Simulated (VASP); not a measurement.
SiO2: single point with r2SCAN

Crystal: SiO2.

```
CELL_PARAMETERS angstrom
-2.47324 2.47324 3.65636
2.47324 -2.47324 3.65636
2.47324 2.47324 -3.65636
ATOMIC_POSITIONS crystal
Si 0.00000 0.00000 0.00000
Si 0.75000 0.25000 0.50000
O 0.97317 0.62500 0.84817
O 0.37500 0.22317 0.34817
O 0.77683 0.12500 0.15183
O 0.87500 0.02683 0.65183
```

```yaml
Program: VASP 6.6.1
Task: single point
Functional: r2SCAN
Potentials_or_basis: VASP PAW PBE potentials, release 64 (Si, O)
Cutoff: 520 eV
k_mesh: 8 × 8 × 8
Occupations: gaussian, width 0.02 eV
Spin: no spin polarisation
```

- Pressure: 0.2 GPa
- Band gap on the k mesh: 6.55 eV, direct

Levels at points of the mesh, in eV from the valence-band top:
| k point | band 12 | band 13 | band 14 | band 15 | band 16 | band 17 | band 18 | band 19 | band 20 | band 21 |
| --- | --- | --- | --- | --- | --- | --- | --- | --- | --- | --- |
| (0.00, 0.00, 0.00) | -1.62 | -1.57 | -0.71 | 0.00 | 0.00 | 6.55 | 9.70 | 11.72 | 11.74 | 11.74 |
| (0.50, 0.00, 0.00) | -1.64 | -1.51 | -0.80 | -0.49 | -0.14 | 9.07 | 9.59 | 10.51 | 11.18 | 11.83 |
| (0.50, 0.50, 0.00) | -2.10 | -0.99 | -0.99 | -0.34 | -0.34 | 9.87 | 9.87 | 11.22 | 11.22 | 12.08 |
| (0.50, 0.50, 0.50) | -2.10 | -1.50 | -1.50 | -0.32 | -0.32 | 9.63 | 9.63 | 11.11 | 11.11 | 12.68 |

It took 15 min on 1 thread of AMD EPYC 7R13, with other jobs on the host, peak memory 0.27 GiB.

Caveat: the PAW data sets were made with another functional, which shifts forces and pressure a little. A k mesh can miss the band edges.
